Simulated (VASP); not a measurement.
Runs of VASP 6.6.1 on Pd. The structure is that of space group Fm-3m (No. 225), or close to it. The cells are those of the table. 

```csv
task,spin,cell,k mesh,cutoff (eV),smearing,gap on the mesh (eV),pressure (GPa),moment (μB)
relaxation of cell and atoms,off,"relaxed from a = 2.751 Å, angles 60.0°, 1 atom",14 × 14 × 14,600,fermi-dirac 0.1 eV,none,0.1,-
single point,off,"a = 2.766 Å, angles 60.0°, 1 atom",4 × 4 × 4,520,fermi-dirac 0.1 eV,none,-0.2,-
single point,"collinear, ferromagnetic start","a = 2.767 Å, angles 60.0°, 1 atom",14 × 14 × 14,520,fermi-dirac 0.3 eV,none,1.7,0.00
single point,"collinear, ferromagnetic start","a = 2.767 Å, angles 60.0°, 1 atom",14 × 14 × 14,520,gaussian 0.1 eV,none,(b),(a)
single point,"collinear, ferromagnetic start","a = 2.767 Å, angles 60.0°, 1 atom",4 × 4 × 4,520,fermi-dirac 0.05 eV,none,-0.1,0.47
```

Alike in all rows: level r2SCAN; potentials or basis VASP PAW PBE potentials, release 64 (Pd).

Task: Fill in the values left out.

Result: (a) 0.48; (b) 0.7.

Caveats: some runs use coarse meshes; the PAW data sets were made with another functional, which shifts forces and pressure a little.

A k mesh can miss the band edges, and the runs leave out spin-orbit coupling on Pd.

A gap of «none» marks levels without a gap at the run's occupations.
